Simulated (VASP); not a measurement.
# As (Fm-3m) in VASP: a series of runs, part 2 of 2

VASP 6.6.1. The steps go on from the part before.

**5. Single point, PBE**

This run uses another cell than the first one, of 19.34 Å³/atom, 1.087 times its volume.

INCAR

```
  PREC = Accurate
  ENCUT = 520
  EDIFF = 1E-6
  ISMEAR = -1
  SIGMA = 0.1
  LREAL = F
  LASPH = T
  NELM = 100
  ALGO = Normal
  ISIF = 2
  LWAVE = F
  LCHARG = F
  GGA = PE
  NBANDS = 8
```

KPOINTS

```
Automatic mesh
0
Gamma
  21 21 21
```

POSCAR

```
As
1.0
    0.0000000000      2.1305002387      2.1305002387
    2.1305002387      0.0000000000      2.1305002387
    2.1305002387      2.1305002387      0.0000000000
As
1
Direct
    0.0000000000      0.0000000000      0.0000000000
```

Potentials or basis: VASP PAW PBE potentials, release 64 (As).

Launch:

```sh
$ cat potpaw_PBE.64/As/POTCAR > POTCAR
$ mpirun -np 1 vasp_std > vasp.out
```

OUTCAR:

```text
PREC = Accurate
   ENCUT = 520
   EDIFF = 1E-6
   ISMEAR = -1
   LREAL = F
   LASPH = T
   NELM = 100
   ISIF = 2
   GGA = PE

 ion  position               nearest neighbor table
   1  0.000  0.000  0.000-

  LATTYP: Found a face centered cubic cell.
 ALAT       =     4.2610004774

  Lattice vectors:

 A1 = (   0.0000000000,   2.1305002387,   2.1305002387)
 A2 = (   2.1305002387,   0.0000000000,   2.1305002387)
 A3 = (   2.1305002387,   2.1305002387,   0.0000000000)

Analysis of symmetry for initial positions (statically):
=====================================================================
 Subroutine PRICEL returns:
 Original cell was already a primitive cell.

 Routine SETGRP: Setting up the symmetry group for a
 face centered cubic supercell.

 Subroutine GETGRP returns: Found 48 space group operations
 (whereof 48 operations were pure point group operations)
 out of a pool of 48 trial point group operations.

The static configuration has the point symmetry O_h .

Analysis of symmetry for dynamics (positions and initial velocities):
=====================================================================
 Subroutine PRICEL returns:
 Original cell was already a primitive cell.

 Routine SETGRP: Setting up the symmetry group for a
 face centered cubic supercell.

 Subroutine GETGRP returns: Found 48 space group operations
 (whereof 48 operations were pure point group operations)
 out of a pool of 48 trial point group operations.

The dynamic configuration has the point symmetry O_h .

 Subroutine INISYM returns: Found 48 space group operations
 (whereof 48 operations are pure point group operations),
 and found     1 'primitive' translations

----------------------------------------------------------------------------------------

                                     Primitive cell

  volume of cell :      19.3408

  direct lattice vectors                    reciprocal lattice vectors
     0.000000000  2.130500239  2.130500239    -0.234686667  0.234686667  0.234686667
     2.130500239  0.000000000  2.130500239     0.234686667 -0.234686667  0.234686667
     2.130500239  2.130500239  0.000000000     0.234686667  0.234686667 -0.234686667

  length of vectors
     3.012982332  3.012982332  3.012982332     0.406489231  0.406489231  0.406489231

  position of ions in fractional coordinates (direct lattice)
     0.000000000  0.000000000  0.000000000

  ion indices of the primitive-cell ions
   primitive index   ion index
                 1           1

----------------------------------------------------------------------------------------

 KPOINTS: Automatic mesh

Automatic generation of k-mesh.
 Grid dimensions read from file:
 generate k-points for:   21   21   21

 Generating k-lattice:

  Cartesian coordinates                     Fractional coordinates (reciprocal lattice)
    -0.011175556  0.011175556  0.011175556     0.047619048  0.000000000  0.000000000
     0.011175556 -0.011175556  0.011175556     0.000000000  0.047619048  0.000000000
     0.011175556  0.011175556 -0.011175556     0.000000000  0.000000000  0.047619048

  Length of vectors
     0.019356630  0.019356630  0.019356630

  Shift w.r.t. Gamma in fractional coordinates (k-lattice)
     0.000000000  0.000000000  0.000000000

 Subroutine IBZKPT returns following result:
 ===========================================

 Found    286 irreducible k-points:

 Following reciprocal coordinates:
            Coordinates               Weight
  0.000000  0.000000  0.000000      1.000000
  0.047619  0.000000  0.000000      8.000000
  0.095238  0.000000  0.000000      8.000000
  0.142857  0.000000  0.000000      8.000000
  0.190476  0.000000  0.000000      8.000000
  0.238095  0.000000  0.000000      8.000000
[... 16 lines left out ...]
 -0.428571  0.047619  0.000000     24.000000
 -0.380952  0.047619  0.000000     24.000000
 [... further k-points ...]
   k-points           NKPTS =    286   k-points in BZ     NKDIM =    286   number of bands    NBANDS=      8
   number of dos      NEDOS =    301   number of ions     NIONS =      1
   total plane-waves  NPLWV =  13824
   dimension x,y,z NGX =    24 NGY =   24 NGZ =   24
   dimension x,y,z NGXF=    48 NGYF=   48 NGZF=   48
   ions per type =               1
   NGX,Y,Z   is equivalent  to a cutoff of  13.24, 13.24, 13.24 a.u.
   NGXF,Y,Z  is equivalent  to a cutoff of  26.48, 26.48, 26.48 a.u.
 SYSTEM =  unknown system
   PREC   = accura    normal or accurate (medium, high low for compatibility)
   ISTART =      0    job   : 0-new  1-cont  2-samecut
   ICHARG =      2    charge: 1-file 2-atom 10-const
   ISPIN  =      1    spin polarized calculation?
   LNONCOLLINEAR =      F non collinear calculations
   LSORBIT =      F    spin-orbit coupling
   LASPH  =      T    aspherical Exc in radial PAW
   ENCUT  =  520.0 eV  38.22 Ry    6.18 a.u.   5.60  5.60  5.60*2*pi/ulx,y,z
   NELM   =    100;   NELMIN=  2; NELMDL= -5     # of ELM steps
   EDIFF  = 0.1E-05   stopping-criterion for ELM
   LREAL  =      F    real-space projection
   EDIFFG = 0.1E-04   stopping-criterion for IOM
   NSW    =      0    number of steps for IOM
   IBRION =     -1    ionic relax: 0-MD 1-quasi-New 2-CG
   NFREE  =      0    steps in history (QN), initial steepest desc. (CG)
   ISIF   =      2    stress and relaxation
   ISYM   =      2    0-nonsym 1-usesym 2-fastsym
   POTIM  = 0.5000    time-step for ionic-motion
   TEBEG  =    0.0;   TEEND  =   0.0 temperature during run
   PSTRESS=    0.0 pullay stress
   NELECT =       5.0000    total number of electrons
   NUPDOWN=      -1.0000    fix difference up-down
   EMIN   =  10.00;   EMAX   =-10.00  energy-range for DOS
   EFERMI =   0.00;   METHOD = LEGACY
   ISMEAR =    -1;   SIGMA  =   0.10  broadening in eV -4-tet -1-fermi 0-gaus
   EFERMI_NEDOS =   21; number of points for ismear=-14 and -15
   IALGO  =     38    algorithm
   IMIX   =      4    mixing-type and parameters
     AMIX     =   0.40;   BMIX     =  1.00
     AMIX_MAG =   1.60;   BMIX_MAG =  1.00
  volume/ion in A,a.u.               =      19.34       130.52
  Fermi-wavevector in a.u.,A,eV,Ry     =   1.042893  1.970783 14.798058  1.087627
  Thomas-Fermi vector in A             =   2.177579
   LORBIT       =      0    0 simple, 1 ext, 2 COOP (PROOUT), +10 PAW based schemes
   GGA     = PE    functional components
   LHFCALC =     F    Hartree Fock is set to
   AEXX    =    0.0000 exact exchange contribution
   IVDW    =     0    specifies the selected vdW correction
   LEPSILON=     F    determine dielectric tensor
   LRPA    =     F    only Hartree local field effects (RPA)
 non-spin polarized calculation
  energy-cutoff  :      520.00
  volume of cell :       19.34
 maximum number of plane-waves:       534
   NGX = 11   NGY = 11   NGZ = 11

 number of electron       5.0000001 magnetization

 Free energy of the ion-electron system (eV)
  ---------------------------------------------------
  ext. energy  EPLUGINS =         0.00000000
  ---------------------------------------------------
  free energy    TOTEN  =        -4.13909983 eV

  energy without entropy =       -4.12074013  energy(sigma->0) =       -4.12991998

 E-fermi :   6.3942     XC(G=0): -10.7085

 val. band max:        6.3821483670   @ k =  -0.1905   0.0952   0.0000
 cond. band min:       6.4122609918   @ k =  -0.4762   0.2381   0.0952
 fundamental gap:      0.0301126248
 Fermi energy:         6.3941587586

 k-point     1 :       0.0000    0.0000    0.0000
  band No.  band energies     occupation
      1      -8.6408      2.00000
      2      12.0092      0.00000
      3      12.0092      0.00000
      4      12.0092      0.00000
      5      18.6660      0.00000
      6      18.6660      0.00000
      7      18.6660      0.00000
      8      20.1991      0.00000
[... 243 lines left out ...]
 k-point    24 :      -0.3810    0.0476    0.0000
  band No.  band energies     occupation
      1      -5.2275      2.00000
      2       1.2016      2.00000
      3       9.8375      0.00000
      4      10.5533      0.00000
      5      16.4084      0.00000
      6      17.6285      0.00000
      7      17.9032      0.00000
      8      21.0945      0.00000

 [... further k-points ...]

------------------------ aborting loop because EDIFF is reached ----------------------------------------

  FORCE on cell =-STRESS in cart. coord.  units (eV):
  Direction    XX          YY          ZZ          XY          YZ          ZX
  --------------------------------------------------------------------------------------
  -------------------------------------------------------------------------------------
  Total       -0.0030544     -0.0030544     -0.0030544     -0.0000000     -0.0000000      0.0000000
  in kB       -0.2530246     -0.2530246     -0.2530246     -0.0000000     -0.0000000      0.0000000
  external PRESSURE =      -0.2530246 kB  Pullay stress =       0.0000000 kB

 VOLUME and BASIS-vectors are now :
 -----------------------------------------------------------------------------
  energy-cutoff  :      520.00
  volume of cell :       19.34
      direct lattice vectors                 reciprocal lattice vectors
     0.000000000  2.130500239  2.130500239    -0.234686667  0.234686667  0.234686667
     2.130500239  0.000000000  2.130500239     0.234686667 -0.234686667  0.234686667
     2.130500239  2.130500239  0.000000000     0.234686667  0.234686667 -0.234686667

 POSITION                                       TOTAL-FORCE (eV/Angst)
 -----------------------------------------------------------------------------------
      0.00000      0.00000      0.00000         0.000000      0.000000      0.000000
 -----------------------------------------------------------------------------------
    total drift:                                0.000000     -0.000000      0.000000

  FREE ENERGIE OF THE ION-ELECTRON SYSTEM (eV)
  ---------------------------------------------------
  free  energy   TOTEN  =        -4.1390998326 eV

  energy  without entropy=       -4.1207401291  energy(sigma->0) =       -4.12991998
```

OSZICAR:

```text
N       E                     dE             d eps       ncg     rms          rms(c)
DAV:   1     0.219215464404E+01    0.21922E+01   -0.21399E+03  4576   0.474E+02
DAV:   2    -0.408786047302E+01   -0.62800E+01   -0.60891E+01  6376   0.489E+01
DAV:   3    -0.414424571227E+01   -0.56385E-01   -0.56307E-01  5312   0.492E+00
DAV:   4    -0.414428521263E+01   -0.39500E-04   -0.39501E-04  7088   0.146E-01
DAV:   5    -0.414428521908E+01   -0.64501E-08   -0.55454E-08  5440   0.119E-03    0.187E+00
DAV:   6    -0.414068306517E+01    0.36022E-02   -0.24459E-03  5440   0.254E-01    0.109E+00
DAV:   7    -0.413908805299E+01    0.15950E-02   -0.46183E-03  5072   0.352E-01    0.465E-02
DAV:   8    -0.413909989661E+01   -0.11844E-04   -0.48395E-05  5888   0.532E-02    0.624E-03
DAV:   9    -0.413909983260E+01    0.64011E-07   -0.38100E-07  6408   0.480E-03
   1 F= -.41390998E+01 E0= -.41299200E+01  d E =-.183597E-01
```

stdout:

```text
POSCAR found type information on POSCAR As
 POSCAR found :  1 types and       1 ions
 scaLAPACK will be used
 LDA part: xc-table for (Slater+PW92), standard interpolation
 POSCAR, INCAR and KPOINTS ok, starting setup
 FFT: planning ... GRIDC
 FFT: planning ... GRID_SOFT
 FFT: planning ... GRID
 WAVECAR not read
 entering main loop
```

It took 38 s on 1 thread of Intel Xeon 8259CL, shared host; peak memory 0.17 GiB.

Results:

* Free energy: -4.1391 eV
* Pressure: 0.0 GPa

**6. The runs side by side**

```csv
cell,gap on the mesh (eV),pressure (GPa)
"a = 2.930 Å, angles 60.0°, 1 atom",none,8.0
"a = 2.972 Å, angles 60.0°, 1 atom",none,3.6
"a = 3.013 Å, angles 60.0°, 1 atom",none,0.0
```

Alike in all rows: task single point; level PBE; potentials or basis VASP PAW PBE potentials, release 64 (As); no spin polarisation; k mesh 21 × 21 × 21; cutoff (eV) 520; smearing fermi-dirac 0.1 eV.

Absolute energies hang on the potentials; compare differences alone.
